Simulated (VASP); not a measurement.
# Rh: single point with BLYP

The system is Rh.

```
Rh
1.0
     0.00000    1.94972    1.94972
     1.94972    0.00000    1.94972
     1.94972    1.94972    0.00000
Rh
1
Direct
  0.00000 0.00000 0.00000
```

| Quantity | Value |
| --- | --- |
| Program | VASP 6.6.1 |
| Task | single point |
| Functional | BLYP |
| Potentials or basis | VASP PAW PBE potentials, release 64 (Rh_pv) |
| Cutoff | 520 eV |
| k mesh | 23 × 23 × 23 |
| Occupations | fermi-dirac, width 0.05 eV |
| Spin | collinear spin, ferromagnetic start |
| Starting moments | [1.0] μB |

```yaml
Pressure: 0.5 GPa
Net_moment: 0.00 μB per cell
Valence_electrons_inside_the_program's_atomic_spheres: Rh 13.71
```

Levels at points of the mesh, in eV from the Fermi level:
Spin up:
```
           k point  band 3  band 4  band 5  band 6  band 7  band 8  band 9  band 10  band 11  band 12
(0.00, 0.00, 0.00)  -46.06   -7.21   -2.74   -2.74   -2.74   -0.91   -0.91    16.33    20.48    21.22
```
Spin down:
| k point | band 4 | band 5 | band 6 | band 7 | band 8 | band 9 | band 10 | band 11 |
| --- | --- | --- | --- | --- | --- | --- | --- | --- |
| (0.00, 0.00, 0.00) | -7.21 | -2.74 | -2.74 | -2.74 | -0.91 | -0.91 | 16.33 | 20.49 |

Wall time 100 s on 1 thread of Intel Xeon 6975P-C (shared host), peak memory 0.26 GiB.

Caveat: the PAW data sets were made with another functional, which shifts forces and pressure a little.
